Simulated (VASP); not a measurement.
# SnSe in VASP: further runs

The runs below take SnSe through single point, relaxation of the atoms, with PBEsol.

Program: VASP 6.6.1. These are calculated values, not measurements. Logs are shortened: lines on timing, memory, paths and dates and some standing lists are left out, and cuts for length are marked.

### 1 The cell of the first run

The cell holds a slab with vacuum, 8 atoms: a = 4.204 Å, b = 4.204 Å, c = 27.014 Å, α = 90.00°, β = 90.00°, γ = 120.00°.

### 2 Single point, PBEsol

File INCAR:

```
SYSTEM = SnSe
PREC = Accurate
ENCUT = 520
EDIFF = 1E-6
ISMEAR = 0
SIGMA = 0.05
LREAL = .FALSE.
LASPH = .TRUE.
NELM = 60
ALGO = Normal
ISIF = 2
LWAVE = .FALSE.
LCHARG = .FALSE.
LDIPOL = .TRUE.
IDIPOL = 3
DIPOL = 0.5 0.5 0.500
GGA = PS
NBANDS = 50
```

File KPOINTS:

```
regular mesh
0
G
  9 9 1
  0 0 0
```

File POSCAR:

```
SnSe
1.0
    4.2041099673      0.0000000000      0.0000000000
   -2.1020549836      3.6408660320      0.0000000000
    0.0000000000      0.0000000000     27.0142449494
Se Sn
4 4
Direct
    0.3333333333      0.6666666667      0.2776313021
    0.0000000000      0.0000000000      0.4046991295
    0.6666666667      0.3333333333      0.5317669568
    0.3333333333      0.6666666667      0.6588347842
    0.6666666667      0.3333333333      0.3411652158
    0.3333333333      0.6666666667      0.4682330432
    0.0000000000      0.0000000000      0.5953008705
    0.6666666667      0.3333333333      0.7223686979
```

Potentials or basis: VASP PAW PBE potentials, release 64 (Se, Sn_d).

Run with:

```sh
$ cat potpaw_PBE.64/Se/POTCAR potpaw_PBE.64/Sn_d/POTCAR > POTCAR
$ mpirun -np 1 vasp_std > vasp.out
```

OUTCAR:

```text
SYSTEM = SnSe
   PREC = Accurate
   ENCUT = 520
   EDIFF = 1E-6
   ISMEAR = 0
   LREAL = .FALSE.
   LASPH = .TRUE.
   NELM = 60
   ISIF = 2
   GGA = PS

 ion  position               nearest neighbor table
   1  0.333  0.667  0.278-   5 2.97   5 2.97   5 2.97
   2  0.000  0.000  0.405-   6 2.97   5 2.97   6 2.97   5 2.97   6 2.97   5 2.97
   3  0.667  0.333  0.532-   6 2.97   6 2.97   6 2.97   7 2.97   7 2.97   7 2.97
   4  0.333  0.667  0.659-   7 2.97   8 2.97   8 2.97   7 2.97   7 2.97   8 2.97
   5  0.667  0.333  0.341-   2 2.97   1 2.97   1 2.97   2 2.97   2 2.97   1 2.97
   6  0.333  0.667  0.468-   3 2.97   3 2.97   3 2.97   2 2.97   2 2.97   2 2.97
   7  0.000  0.000  0.595-   3 2.97   4 2.97   3 2.97   4 2.97   3 2.97   4 2.97
   8  0.667  0.333  0.722-   4 2.97   4 2.97   4 2.97

  LATTYP: Found a hexagonal cell.
 ALAT       =     4.2041099673
 C/A-ratio  =     6.4256751511

  Lattice vectors:

 A1 = (   4.2041099673,   0.0000000000,   0.0000000000)
 A2 = (  -2.1020549836,   3.6408660320,   0.0000000000)
 A3 = (   0.0000000000,   0.0000000000,  27.0142449494)

Analysis of symmetry for initial positions (statically):
=====================================================================
 Subroutine PRICEL returns:
 Original cell was already a primitive cell.

 Routine SETGRP: Setting up the symmetry group for a
 hexagonal supercell.

 Subroutine GETGRP returns: Found  6 space group operations
 (whereof  6 operations were pure point group operations)
 out of a pool of 24 trial point group operations.

The static configuration has the point symmetry C_3v.

Analysis of symmetry for dynamics (positions and initial velocities):
=====================================================================
 Subroutine PRICEL returns:
 Original cell was already a primitive cell.

 Routine SETGRP: Setting up the symmetry group for a
 hexagonal supercell.

 Subroutine GETGRP returns: Found  6 space group operations
 (whereof  6 operations were pure point group operations)
 out of a pool of 24 trial point group operations.

The dynamic configuration has the point symmetry C_3v.

 Subroutine INISYM returns: Found  6 space group operations
 (whereof  6 operations are pure point group operations),
 and found     1 'primitive' translations

----------------------------------------------------------------------------------------

                                     Primitive cell

  volume of cell :     413.4963

  direct lattice vectors                    reciprocal lattice vectors
     4.204109967  0.000000000  0.000000000     0.237862475  0.137329964  0.000000000
    -2.102054984  3.640866032  0.000000000     0.000000000  0.274659927  0.000000000
     0.000000000  0.000000000 27.014244949     0.000000000  0.000000000  0.037017507

  length of vectors
     4.204109967  4.204109967 27.014244949     0.274659927  0.274659927  0.037017507

  position of ions in fractional coordinates (direct lattice)
     0.333333333  0.666666667  0.277631302
     0.000000000  0.000000000  0.404699130
     0.666666667  0.333333333  0.531766957
     0.333333333  0.666666667  0.658834784
     0.666666667  0.333333333  0.341165216
     0.333333333  0.666666667  0.468233043
     0.000000000  0.000000000  0.595300870
     0.666666667  0.333333333  0.722368698

  ion indices of the primitive-cell ions
   primitive index   ion index
                 1           1
                 2           2
                 3           3
                 4           4
                 5           5
                 6           6
                 7           7
                 8           8

----------------------------------------------------------------------------------------

 KPOINTS: regular mesh

Automatic generation of k-mesh.
 Grid dimensions read from file:
 generate k-points for:    9    9    1

 Generating k-lattice:

  Cartesian coordinates                     Fractional coordinates (reciprocal lattice)
     0.026429164  0.015258885  0.000000000     0.111111111 -0.000000000  0.000000000
     0.000000000  0.030517770  0.000000000     0.000000000  0.111111111  0.000000000
     0.000000000  0.000000000  0.037017507     0.000000000  0.000000000  1.000000000

  Length of vectors
     0.030517770  0.030517770  0.037017507

  Shift w.r.t. Gamma in fractional coordinates (k-lattice)
     0.000000000  0.000000000  0.000000000

 Subroutine IBZKPT returns following result:
 ===========================================

 Found     12 irreducible k-points:

 Following reciprocal coordinates:
            Coordinates               Weight
  0.000000  0.000000  0.000000      1.000000
  0.111111  0.000000  0.000000      6.000000
  0.222222 -0.000000  0.000000      6.000000
  0.333333  0.000000  0.000000      6.000000
  0.444444 -0.000000  0.000000      6.000000
  0.111111  0.111111  0.000000      6.000000
  0.222222  0.111111  0.000000     12.000000
  0.333333  0.111111  0.000000     12.000000
  0.444444  0.111111  0.000000      6.000000
  0.222222  0.222222  0.000000      6.000000
  0.333333  0.222222  0.000000     12.000000
  0.333333  0.333333  0.000000      2.000000
   k-points           NKPTS =     12   k-points in BZ     NKDIM =     12   number of bands    NBANDS=     50
   number of dos      NEDOS =    301   number of ions     NIONS =      8
   total plane-waves  NPLWV = 215040
   dimension x,y,z NGX =    32 NGY =   32 NGZ =  210
   dimension x,y,z NGXF=    64 NGYF=   64 NGZF=  420
   ions per type =               4   4
   NGX,Y,Z   is equivalent  to a cutoff of  12.65, 12.65, 12.92 a.u.
   NGXF,Y,Z  is equivalent  to a cutoff of  25.31, 25.31, 25.85 a.u.
 SYSTEM =  SnSe
   PREC   = accura    normal or accurate (medium, high low for compatibility)
   ISTART =      0    job   : 0-new  1-cont  2-samecut
   ICHARG =      2    charge: 1-file 2-atom 10-const
   ISPIN  =      1    spin polarized calculation?
   LNONCOLLINEAR =      F non collinear calculations
   LSORBIT =      F    spin-orbit coupling
   LASPH  =      T    aspherical Exc in radial PAW
   ENCUT  =  520.0 eV  38.22 Ry    6.18 a.u.   7.82  7.82 50.23*2*pi/ulx,y,z
   NELM   =     60;   NELMIN=  2; NELMDL= -5     # of ELM steps
   EDIFF  = 0.1E-05   stopping-criterion for ELM
   LREAL  =      F    real-space projection
   EDIFFG = 0.1E-04   stopping-criterion for IOM
   NSW    =      0    number of steps for IOM
   IBRION =     -1    ionic relax: 0-MD 1-quasi-New 2-CG
   NFREE  =      0    steps in history (QN), initial steepest desc. (CG)
   ISIF   =      2    stress and relaxation
   ISYM   =      2    0-nonsym 1-usesym 2-fastsym
   POTIM  = 0.5000    time-step for ionic-motion
   TEBEG  =    0.0;   TEEND  =   0.0 temperature during run
   PSTRESS=    0.0 pullay stress
   NELECT =      80.0000    total number of electrons
   NUPDOWN=      -1.0000    fix difference up-down
   EMIN   =  10.00;   EMAX   =-10.00  energy-range for DOS
   EFERMI =   0.00;   METHOD = LEGACY
   ISMEAR =     0;   SIGMA  =   0.05  broadening in eV -4-tet -1-fermi 0-gaus
   EFERMI_NEDOS =   21; number of points for ismear=-14 and -15
   IALGO  =     38    algorithm
   IMIX   =      4    mixing-type and parameters
     AMIX     =   0.40;   BMIX     =  1.00
     AMIX_MAG =   1.60;   BMIX_MAG =  1.00
  volume/ion in A,a.u.               =      51.69       348.80
  Fermi-wavevector in a.u.,A,eV,Ry     =   0.946850  1.789286 12.197950  0.896524
  Thomas-Fermi vector in A             =   2.074887
   LORBIT       =      0    0 simple, 1 ext, 2 COOP (PROOUT), +10 PAW based schemes
   GGA     = PS    functional components
   LHFCALC =     F    Hartree Fock is set to
   AEXX    =    0.0000 exact exchange contribution
   IVDW    =     0    specifies the selected vdW correction
   LEPSILON=     F    determine dielectric tensor
   LRPA    =     F    only Hartree local field effects (RPA)
 non-spin polarized calculation
 Gauss-broadening in eV      SIGMA  =   0.05
  energy-cutoff  :      520.00
  volume of cell :      413.50
 maximum number of plane-waves:     11176
 NGX is ok and might be reduce to    32
   NGX = 15   NGY = 15   NGZ =101

 dipolmoment           0.000000      0.000000      0.000016 electrons x Angstroem

 number of electron      79.9999997 magnetization

 dipolmoment           0.000000      0.000000     -0.192686 electrons x Angstroem

 Free energy of the ion-electron system (eV)
  ---------------------------------------------------
  ext. energy  EPLUGINS =         0.00000000
  ---------------------------------------------------
  free energy    TOTEN  =       -34.09372782 eV

  energy without entropy =      -34.08087458  energy(sigma->0) =      -34.08730120

 E-fermi :   0.6137     XC(G=0):  -5.6661

 val. band max:        0.5928736227   @ k =   0.4444  -0.0000   0.0000
 cond. band min:       0.6295120472   @ k =   0.4444   0.1111   0.0000
 fundamental gap:      0.0366384245
 Fermi energy:         0.6136741552

 k-point     1 :       0.0000    0.0000    0.0000
  band No.  band energies     occupation
      1     -21.4005      2.00000
      2     -21.3969      2.00000
      3     -21.3969      2.00000
      4     -21.3906      2.00000
      5     -21.3906      2.00000
      6     -21.1561      2.00000
[... 42 lines left out ...]
     49       3.7136      0.00000
     50       3.9386      0.00000

 k-point     2 :       0.1111    0.0000    0.0000
  band No.  band energies     occupation
      1     -21.3998      2.00000
      2     -21.3979      2.00000
      3     -21.3964      2.00000
      4     -21.3908      2.00000
      5     -21.3895      2.00000
      6     -21.1581      2.00000
[... 42 lines left out ...]
     49       3.7430      0.00000
     50       4.0574      0.00000

 k-point     3 :       0.2222   -0.0000    0.0000
  band No.  band energies     occupation
      1     -21.4021      2.00000
      2     -21.3973      2.00000
      3     -21.3961      2.00000
      4     -21.3907      2.00000
      5     -21.3858      2.00000
      6     -21.1634      2.00000
[... 42 lines left out ...]
     49       4.0996      0.00000
     50       4.2851      0.00000

 k-point     4 :       0.3333    0.0000    0.0000
  band No.  band energies     occupation
      1     -21.4060      2.00000
      2     -21.3972      2.00000
      3     -21.3964      2.00000
      4     -21.3888      2.00000
      5     -21.3809      2.00000
      6     -21.1696      2.00000
[... 363 lines left out ...]
 k-point    11 :       0.3333    0.2222    0.0000
  band No.  band energies     occupation
      1     -21.4070      2.00000
      2     -21.3988      2.00000
      3     -21.3931      2.00000
      4     -21.3873      2.00000
      5     -21.3805      2.00000
      6     -21.1685      2.00000
[... 42 lines left out ...]
     49       4.6440      0.00000
     50       4.8498      0.00000

 k-point    12 :       0.3333    0.3333    0.0000
  band No.  band energies     occupation
      1     -21.4067      2.00000
      2     -21.3996      2.00000
      3     -21.3913      2.00000
      4     -21.3851      2.00000
      5     -21.3835      2.00000
      6     -21.1639      2.00000
[... 42 lines left out ...]
     49       4.7076      0.00000
     50       5.1540      0.00000

------------------------ aborting loop because EDIFF is reached ----------------------------------------

 vacuum level on the upper side and lower side of the slab       (xc-potential included)        -1.124         1.094

  FORCE on cell =-STRESS in cart. coord.  units (eV):
  Direction    XX          YY          ZZ          XY          YZ          ZX
  --------------------------------------------------------------------------------------
  -------------------------------------------------------------------------------------
  Total       -5.1933050     -5.1933050     -3.2946443     -0.0000000      0.0000000      0.0000000
  in kB      -20.1225406    -20.1225406    -12.7657845     -0.0000000      0.0000000      0.0000000
  external PRESSURE =     -17.6702886 kB  Pullay stress =       0.0000000 kB

 VOLUME and BASIS-vectors are now :
 -----------------------------------------------------------------------------
  energy-cutoff  :      520.00
  volume of cell :      413.50
      direct lattice vectors                 reciprocal lattice vectors
     4.204109967  0.000000000  0.000000000     0.237862475  0.137329964  0.000000000
    -2.102054984  3.640866032  0.000000000     0.000000000  0.274659927  0.000000000
     0.000000000  0.000000000 27.014244949     0.000000000  0.000000000  0.037017507

 POSITION                                       TOTAL-FORCE (eV/Angst)
 -----------------------------------------------------------------------------------
     -0.00000      2.42724      7.50000        -0.000000      0.000000      1.688348
      0.00000      0.00000     10.93264        -0.000000      0.000000      0.724344
      2.10205      1.21362     14.36528        -0.000000      0.000000      0.451052
     -0.00000      2.42724     17.79792        -0.000000      0.000000      0.691062
      2.10205      1.21362      9.21632        -0.000000      0.000000     -2.038899
     -0.00000      2.42724     12.64896         0.000000     -0.000000     -0.572274
      0.00000      0.00000     16.08160        -0.000000      0.000000     -0.533468
      2.10205      1.21362     19.51424         0.000000     -0.000000     -0.410166
 -----------------------------------------------------------------------------------
    total drift:                               -0.000000      0.000000      0.000805

  FREE ENERGIE OF THE ION-ELECTRON SYSTEM (eV)
  ---------------------------------------------------
  free  energy   TOTEN  =       -34.0937278217 eV

  energy  without entropy=      -34.0808745847  energy(sigma->0) =      -34.08730120

 vacuum level on the upper side and lower side of the slab         4.252         6.530
```

Wall time 6.8 min (1 thread of AMD EPYC 7R13 (Zen 3), shared host); peak memory 0.55 GiB.

What came out:

```
Free energy            : -34.0937 eV
Largest force          : 2.039 eV/Å
Band gap on the k mesh : zero (bands 40 and 41 overlap by 0.12 eV)
```

Forces in eV/Å, atoms in the order of the input:
```
Se   0.000  0.000  1.688
Se   0.000  0.000  0.724
Se   0.000  0.000  0.451
Se   0.000  0.000  0.691
Sn   0.000  0.000 -2.039
Sn   0.000  0.000 -0.572
Sn   0.000  0.000 -0.533
Sn   0.000  0.000 -0.410
```

Levels at points of the mesh, in eV from the Fermi level:
| k point | band 37 | band 38 | band 39 | band 40 | band 41 | band 42 | band 43 | band 44 |
| --- | --- | --- | --- | --- | --- | --- | --- | --- |
| (0.00, 0.00, 0.00) | -0.83 | -0.48 | -0.48 | -0.41 | 0.64 | 1.20 | 1.23 | 1.23 |

Caveat: the PAW data sets were made with another functional, which shifts forces and pressure a little; spin-orbit coupling is left out, which moves the levels of the heavy elements.

[end of part 1 of 2]

The gap in the log of VASP goes by the Fermi energy; the results here count the filled bands.